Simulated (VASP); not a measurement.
# GaAs in VASP: single point with PBE

Aim: the single point of GaAs with PBE.

Program: VASP 6.6.1. These are calculated values, not measurements. Logs are shortened: lines on timing, memory, paths and dates and some standing lists are left out, and cuts for length are marked.

## (1) The cell of the first run

The cell holds a slab with vacuum, 12 atoms: a = 4.063 Å, b = 5.745 Å, c = 25.157 Å, α = 90.00°, β = 90.00°, γ = 90.00°.

## (2) Single point, PBE

Contents of INCAR:

```
SYSTEM = GaAs
  PREC = Accurate
  ENCUT = 520
  EDIFF = 1E-6
  ISMEAR = 0
  SIGMA = 0.05
  LREAL = .FALSE.
  LASPH = .TRUE.
  NELM = 80
  ALGO = Normal
  ISIF = 2
  LWAVE = .FALSE.
  LCHARG = .TRUE.
  LDIPOL = .TRUE.
  IDIPOL = 3
  DIPOL = 0.5 0.5 0.500
  GGA = PE
  LELF = .TRUE.
  LVHAR = .TRUE.
  LVACPOTAV = .TRUE.
  NBANDS = 66
```

Contents of KPOINTS:

```
Automatic mesh
0
G
  9 6 1
  0 0 0
```

Contents of POSCAR:

```
GaAs
1.0
    4.0626003765      0.0000000000      0.0000000000
    0.0000000000      5.7453845509      0.0000000000
    0.0000000000      0.0000000000     25.1565009412
Ga As
6 6
Direct
    0.5000000000      0.5000000000      0.2981336720
    0.0000000000      0.0000000000      0.3788802032
    0.5000000000      0.5000000000      0.4596267344
    0.0000000000      0.0000000000      0.5403732656
    0.5000000000      0.5000000000      0.6211197968
    0.0000000000      0.0000000000      0.7018663280
    0.0000000000      0.2500000000      0.2981336720
    0.5000000000      0.7500000000      0.3788802032
    0.0000000000      0.2500000000      0.4596267344
    0.5000000000      0.7500000000      0.5403732656
    0.0000000000      0.2500000000      0.6211197968
    0.5000000000      0.7500000000      0.7018663280
```

Potentials or basis: VASP PAW PBE potentials, release 64 (Ga_d, As).

Launch:

```console
> cat potpaw_PBE.64/Ga_d/POTCAR potpaw_PBE.64/As/POTCAR > POTCAR
> mpirun -np 1 vasp_std > vasp.out
```

OUTCAR:

```text
SYSTEM = GaAs
   PREC = Accurate
   ENCUT = 520
   EDIFF = 1E-6
   ISMEAR = 0
   LREAL = .FALSE.
   LASPH = .TRUE.
   NELM = 80
   ISIF = 2
   GGA = PE

 ion  position               nearest neighbor table
   1  0.500  0.500  0.298-   8 2.49   7 2.49   7 2.49
   2  0.000  0.000  0.379-   7 2.49   9 2.49   8 2.49   8 2.49
   3  0.500  0.500  0.460-   8 2.49  10 2.49   9 2.49   9 2.49
   4  0.000  0.000  0.540-  11 2.49   9 2.49  10 2.49  10 2.49
   5  0.500  0.500  0.621-  10 2.49  12 2.49  11 2.49  11 2.49
   6  0.000  0.000  0.702-  11 2.49  12 2.49  12 2.49
   7  0.000  0.250  0.298-   2 2.49   1 2.49   1 2.49
   8  0.500  0.750  0.379-   1 2.49   3 2.49   2 2.49   2 2.49
   9  0.000  0.250  0.460-   2 2.49   4 2.49   3 2.49   3 2.49
  10  0.500  0.750  0.540-   5 2.49   3 2.49   4 2.49   4 2.49
  11  0.000  0.250  0.621-   4 2.49   6 2.49   5 2.49   5 2.49
  12  0.500  0.750  0.702-   5 2.49   6 2.49   6 2.49

  LATTYP: Found a simple orthorhombic cell.
 ALAT       =     4.0626003765
 B/A-ratio  =     1.4142135624
 C/A-ratio  =     6.1922164648

  Lattice vectors:

 A1 = (   4.0626003765,   0.0000000000,   0.0000000000)
 A2 = (   0.0000000000,   5.7453845509,   0.0000000000)
 A3 = (   0.0000000000,   0.0000000000,  25.1565009412)

Analysis of symmetry for initial positions (statically):
=====================================================================
 Subroutine PRICEL returns:
 Original cell was already a primitive cell.

 Routine SETGRP: Setting up the symmetry group for a
 simple orthorhombic supercell.

 Subroutine GETGRP returns: Found  4 space group operations
 (whereof  2 operations were pure point group operations)
 out of a pool of  8 trial point group operations.

The static configuration has the point symmetry C_1h.
 The point group associated with its full space group is C_2v.

Analysis of symmetry for dynamics (positions and initial velocities):
=====================================================================
 Subroutine PRICEL returns:
 Original cell was already a primitive cell.

 Routine SETGRP: Setting up the symmetry group for a
 simple orthorhombic supercell.

 Subroutine GETGRP returns: Found  4 space group operations
 (whereof  2 operations were pure point group operations)
 out of a pool of  8 trial point group operations.

The dynamic configuration has the point symmetry C_1h.
 The point group associated with its full space group is C_2v.

 Subroutine INISYM returns: Found  4 space group operations
 (whereof  2 operations are pure point group operations),
 and found     1 'primitive' translations

----------------------------------------------------------------------------------------

                                     Primitive cell

  volume of cell :     587.1830

  direct lattice vectors                    reciprocal lattice vectors
     4.062600376  0.000000000  0.000000000     0.246147764  0.000000000  0.000000000
     0.000000000  5.745384551  0.000000000     0.000000000  0.174052753  0.000000000
     0.000000000  0.000000000 25.156500941     0.000000000  0.000000000  0.039751156

  length of vectors
     4.062600376  5.745384551 25.156500941     0.246147764  0.174052753  0.039751156

  position of ions in fractional coordinates (direct lattice)
     0.500000000  0.500000000  0.298133672
     0.000000000  0.000000000  0.378880203
     0.500000000  0.500000000  0.459626734
     0.000000000  0.000000000  0.540373266
     0.500000000  0.500000000  0.621119797
     0.000000000  0.000000000  0.701866328
     0.000000000  0.250000000  0.298133672
     0.500000000  0.750000000  0.378880203
     0.000000000  0.250000000  0.459626734
     0.500000000  0.750000000  0.540373266
     0.000000000  0.250000000  0.621119797
     0.500000000  0.750000000  0.701866328

  ion indices of the primitive-cell ions
   primitive index   ion index
                 1           1
                 2           2
                 3           3
                 4           4
                 5           5
                 6           6
                 7           7
                 8           8
                 9           9
                10          10
                11          11
                12          12

----------------------------------------------------------------------------------------

 KPOINTS: Automatic mesh

Automatic generation of k-mesh.
 Grid dimensions read from file:
 generate k-points for:    9    6    1

 Generating k-lattice:

  Cartesian coordinates                     Fractional coordinates (reciprocal lattice)
     0.027349752  0.000000000  0.000000000     0.111111111  0.000000000  0.000000000
     0.000000000  0.029008792  0.000000000     0.000000000  0.166666667  0.000000000
     0.000000000  0.000000000  0.039751156     0.000000000  0.000000000  1.000000000

  Length of vectors
     0.027349752  0.029008792  0.039751156

  Shift w.r.t. Gamma in fractional coordinates (k-lattice)
     0.000000000  0.000000000  0.000000000

 Subroutine IBZKPT returns following result:
 ===========================================

 Found     20 irreducible k-points:

 Following reciprocal coordinates:
            Coordinates               Weight
  0.000000  0.000000  0.000000      1.000000
  0.111111  0.000000  0.000000      2.000000
  0.222222  0.000000  0.000000      2.000000
  0.333333  0.000000  0.000000      2.000000
  0.444444  0.000000  0.000000      2.000000
  0.000000  0.166667  0.000000      2.000000
[... 12 lines left out ...]
  0.333333  0.500000  0.000000      2.000000
  0.444444  0.500000  0.000000      2.000000
   k-points           NKPTS =     20   k-points in BZ     NKDIM =     20   number of bands    NBANDS=     66
   number of dos      NEDOS =    301   number of ions     NIONS =     12
   total plane-waves  NPLWV = 276480
   dimension x,y,z NGX =    30 NGY =   48 NGZ =  192
   dimension x,y,z NGXF=    60 NGYF=   96 NGZF=  384
   ions per type =               6   6
   NGX,Y,Z   is equivalent  to a cutoff of  12.28, 13.89, 12.69 a.u.
   NGXF,Y,Z  is equivalent  to a cutoff of  24.55, 27.78, 25.38 a.u.
 SYSTEM =  GaAs
   PREC   = accura    normal or accurate (medium, high low for compatibility)
   ISTART =      0    job   : 0-new  1-cont  2-samecut
   ICHARG =      2    charge: 1-file 2-atom 10-const
   ISPIN  =      1    spin polarized calculation?
   LNONCOLLINEAR =      F non collinear calculations
   LSORBIT =      F    spin-orbit coupling
   LASPH  =      T    aspherical Exc in radial PAW
   ENCUT  =  520.0 eV  38.22 Ry    6.18 a.u.   7.55 10.68 46.77*2*pi/ulx,y,z
   NELM   =     80;   NELMIN=  2; NELMDL= -5     # of ELM steps
   EDIFF  = 0.1E-05   stopping-criterion for ELM
   LREAL  =      F    real-space projection
   EDIFFG = 0.1E-04   stopping-criterion for IOM
   NSW    =      0    number of steps for IOM
   IBRION =     -1    ionic relax: 0-MD 1-quasi-New 2-CG
   NFREE  =      0    steps in history (QN), initial steepest desc. (CG)
   ISIF   =      2    stress and relaxation
   ISYM   =      2    0-nonsym 1-usesym 2-fastsym
   POTIM  = 0.5000    time-step for ionic-motion
   TEBEG  =    0.0;   TEEND  =   0.0 temperature during run
   PSTRESS=    0.0 pullay stress
   NELECT =     108.0000    total number of electrons
   NUPDOWN=      -1.0000    fix difference up-down
   EMIN   =  10.00;   EMAX   =-10.00  energy-range for DOS
   EFERMI =   0.00;   METHOD = LEGACY
   ISMEAR =     0;   SIGMA  =   0.05  broadening in eV -4-tet -1-fermi 0-gaus
   EFERMI_NEDOS =   21; number of points for ismear=-14 and -15
   IALGO  =     38    algorithm
   IMIX   =      4    mixing-type and parameters
     AMIX     =   0.40;   BMIX     =  1.00
     AMIX_MAG =   1.60;   BMIX_MAG =  1.00
  volume/ion in A,a.u.               =      48.93       330.21
  Fermi-wavevector in a.u.,A,eV,Ry     =   0.931018  1.759370 11.793466  0.866795
  Thomas-Fermi vector in A             =   2.057468
   LORBIT       =      0    0 simple, 1 ext, 2 COOP (PROOUT), +10 PAW based schemes
   GGA     = PE    functional components
   LHFCALC =     F    Hartree Fock is set to
   AEXX    =    0.0000 exact exchange contribution
   IVDW    =     0    specifies the selected vdW correction
   LEPSILON=     F    determine dielectric tensor
   LRPA    =     F    only Hartree local field effects (RPA)
 non-spin polarized calculation
 Gauss-broadening in eV      SIGMA  =   0.05
  energy-cutoff  :      520.00
  volume of cell :      587.18
 maximum number of plane-waves:     15860
 NGX is ok and might be reduce to    30
   NGX = 15   NGY = 21   NGZ = 93

 number of electron     108.0000130 magnetization

 dipolmoment           0.000000      0.000000      0.000000 electrons x Angstroem

 Free energy of the ion-electron system (eV)
  ---------------------------------------------------
  ext. energy  EPLUGINS =         0.00000000
  ---------------------------------------------------
  free energy    TOTEN  =       -46.66317063 eV

  energy without entropy =      -46.66317063  energy(sigma->0) =      -46.66317063

 E-fermi :  -0.5987     XC(G=0):  -5.1523

 val. band max:       -0.8019867855   @ k =   0.0000   0.0000   0.0000
 cond. band min:      -0.3955185755   @ k =   0.0000   0.0000   0.0000
 fundamental gap:      0.4064682100
 Fermi energy:        -0.5986639975

 k-point     1 :       0.0000    0.0000    0.0000
  band No.  band energies     occupation
      1     -15.6701      2.00000
      2     -15.6700      2.00000
      3     -15.6635      2.00000
      4     -15.6632      2.00000
      5     -15.6123      2.00000
      6     -15.6079      2.00000
[... 58 lines left out ...]
     65       3.1869      0.00000
     66       3.2894      0.00000

 k-point     2 :       0.1111    0.0000    0.0000
  band No.  band energies     occupation
      1     -15.6696      2.00000
      2     -15.6695      2.00000
      3     -15.6623      2.00000
      4     -15.6620      2.00000
      5     -15.6127      2.00000
      6     -15.6114      2.00000
[... 58 lines left out ...]
     65       2.8889      0.00000
     66       3.2725      0.00000

 k-point     3 :       0.2222    0.0000    0.0000
  band No.  band energies     occupation
      1     -15.6690      2.00000
      2     -15.6688      2.00000
      3     -15.6585      2.00000
      4     -15.6583      2.00000
      5     -15.6204      2.00000
      6     -15.6202      2.00000
[... 1162 lines left out ...]
     65       4.0911      0.00000
     66       4.0911      0.00000

 k-point    20 :       0.4444    0.5000    0.0000
  band No.  band energies     occupation
      1     -15.6672      2.00000
      2     -15.6672      2.00000
      3     -15.6468      2.00000
      4     -15.6468      2.00000
      5     -15.6394      2.00000
      6     -15.6394      2.00000
[... 58 lines left out ...]
     65       4.0619      0.00000
     66       4.0722      0.00000

------------------------ aborting loop because EDIFF is reached ----------------------------------------

  FORCE on cell =-STRESS in cart. coord.  units (eV):
  Direction    XX          YY          ZZ          XY          YZ          ZX
  --------------------------------------------------------------------------------------
  -------------------------------------------------------------------------------------
  Total       -1.6644619     -1.3710527      1.4182333      0.0000000      0.0000000      0.0000000
  in kB       -4.5416222     -3.7410309      3.8697669      0.0000000      0.0000000      0.0000000
  external PRESSURE =      -1.4709621 kB  Pullay stress =       0.0000000 kB

 VOLUME and BASIS-vectors are now :
 -----------------------------------------------------------------------------
  energy-cutoff  :      520.00
  volume of cell :      587.18
      direct lattice vectors                 reciprocal lattice vectors
     4.062600376  0.000000000  0.000000000     0.246147764  0.000000000  0.000000000
     0.000000000  5.745384551  0.000000000     0.000000000  0.174052753  0.000000000
     0.000000000  0.000000000 25.156500941     0.000000000  0.000000000  0.039751156

 POSITION                                       TOTAL-FORCE (eV/Angst)
 -----------------------------------------------------------------------------------
      2.03130      2.87269      7.50000         0.000000     -0.941682      1.218935
      0.00000      0.00000      9.53130         0.000000      0.260779      0.187957
      2.03130      2.87269     11.56260         0.000000     -0.178031      0.149725
      0.00000      0.00000     13.59390         0.000000     -0.178031     -0.149725
      2.03130      2.87269     15.62520         0.000000      0.260779     -0.187957
      0.00000      0.00000     17.65650         0.000000     -0.941682     -1.218935
      0.00000      1.43635      7.50000         0.000000      0.162250     -1.236414
      2.03130      4.30904      9.53130         0.000000      0.591740     -0.487315
      0.00000      1.43635     11.56260         0.000000      0.104945      0.133022
      2.03130      4.30904     13.59390         0.000000      0.104945     -0.133022
      0.00000      1.43635     15.62520         0.000000      0.591740      0.487315
      2.03130      4.30904     17.65650         0.000000      0.162250      1.236414
 -----------------------------------------------------------------------------------
    total drift:                                0.000000      0.001353      0.000000

  FREE ENERGIE OF THE ION-ELECTRON SYSTEM (eV)
  ---------------------------------------------------
  free  energy   TOTEN  =       -46.6631706324 eV

  energy  without entropy=      -46.6631706323  energy(sigma->0) =      -46.66317063

 vacuum level on the upper side and lower side of the slab         3.962         3.962
```

It took 30 min on 1 thread of Oxide Virtual Turin-like, shared host; peak memory 0.89 GiB.

Results:

* Free energy: -46.6632 eV
* Largest force: 1.540 eV/Å
* Band gap on the k mesh: 0.41 eV

Forces on the atoms (eV/Å):
```
Ga   0.000 -0.942  1.219
Ga   0.000  0.261  0.188
Ga   0.000 -0.178  0.150
Ga   0.000 -0.178 -0.150
Ga   0.000  0.261 -0.188
Ga   0.000 -0.942 -1.219
As   0.000  0.162 -1.236
As   0.000  0.592 -0.487
As   0.000  0.105  0.133
As   0.000  0.105 -0.133
As   0.000  0.592  0.487
As   0.000  0.162  1.236
```

Caveat: semilocal functionals underestimate gaps, and a narrow one can read as zero.
